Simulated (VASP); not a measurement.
A run of VASP 6.6.1:

File INCAR:

```
SYSTEM = KF
  PREC = Accurate
  ENCUT = 520
  EDIFF = 1E-6
  ISMEAR = -1
  SIGMA = 0.02
  LREAL = .False.
  LASPH = .True.
  NELM = 80
  ALGO = Normal
  ISIF = 2
  LWAVE = .False.
  LCHARG = .False.
  GGA = PE
  NBANDS = 15
```

Contents of KPOINTS:

```
regular mesh
0
Gamma
  8 8 8
  0 0 0
```

File POSCAR:

```
KF
1.0
    0.0000000000      2.6589605711      2.6456657682
    2.6589605711      0.0000000000      2.6456657682
    2.6589605711      2.6589605711      0.0000000000
K F
1 1
Direct
    0.0000000000      0.0000000000      0.0000000000
    0.5000000000      0.5000000000      0.5000000000
```

Potentials or basis: VASP PAW PBE potentials, release 64 (K_sv, F).

Launch:

```bash
$ cat potpaw_PBE.64/K_sv/POTCAR potpaw_PBE.64/F/POTCAR > POTCAR
$ mpirun -np 1 vasp_std > vasp.out
```

Hardware: 1 thread of AMD EPYC 7R13 (shared host).

Question: Estimate the wall time of this run.

Answer: Wall time 53 s on 1 thread of AMD EPYC 7R13 (shared host), peak memory 0.14 GiB. Counts: scf iterations 13, k points 59.
